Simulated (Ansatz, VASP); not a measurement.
# Yb in VASP and in Ansatz

The input INCAR:

```
SYSTEM = Yb
  PREC = Accurate
  ENCUT = 520
  EDIFF = 1E-8
  ISMEAR = -1
  SIGMA = 0.05
  LREAL = .FALSE.
  LASPH = .TRUE.
  NELM = 60
  ALGO = Normal
  ISIF = 2
  LWAVE = .FALSE.
  LCHARG = .FALSE.
  GGA = PE
  LEFG = .TRUE.
  NBANDS = 18
```

File KPOINTS:

```
Automatic mesh
0
G
  15 15 15
  0 0 0
```

The input POSCAR:

```
Yb
1.0
   -2.0793297328      2.0793297328      2.0793297328
    2.0793297328     -2.0793297328      2.0793297328
    2.0793297328      2.0793297328     -2.0793297328
Yb
1
Direct
    0.0000000000      0.0000000000      0.0000000000
```

Input for Ansatz:

```yaml
crystal:
  lattice:
    - [-2.0793297328, 2.0793297328, 2.0793297328]
    - [2.0793297328, -2.0793297328, 2.0793297328]
    - [2.0793297328, 2.0793297328, -2.0793297328]
  atoms:
    - { symbol: Yb, position: [0.0, 0.0, 0.0] }
kpoints:
  mp_grid: { grid: [15, 15, 15] }
scf:
  occupations: { method: fermi_dirac, width: 0.05 }
hamiltonian:
  xc: pbe
  pseudopotentials: { kind: paw }
output:
  forces: true
  stress: true
  eigenvalues: true
  efg: { contact_densities: true }
  write_density: true
  write_potential: true
  elf: true
  volumetric_format: npy
```

Change from the starting cell: volume scaled by 1.04, PAW files.

Alike in both runs: task electric field gradients; functional PBE; k mesh 15 × 15 × 15; occupations fermi-dirac, width 0.05 eV; no spin polarisation.

|  | VASP | Ansatz |
| --- | --- | --- |
| version | VASP 6.6.1 | Ansatz 0.2.0 |
| potentials or method | VASP PAW PBE potentials, release 64 (Yb) | PAW with Ansatz's default frozen-core files, scalar-relativistic |
| plane-wave cutoff (eV) | 520 | 420 |
| valence electrons in the cell | 24 | 24 |

|  | VASP | Ansatz | Ansatz less VASP |
| --- | --- | --- | --- |
| pressure (GPa) | -1.0 | -0.7 | +0.26 |

With one functional, cell and mesh, what is left measures potentials, basis and numerics.

Neither program's run includes spin-orbit coupling.
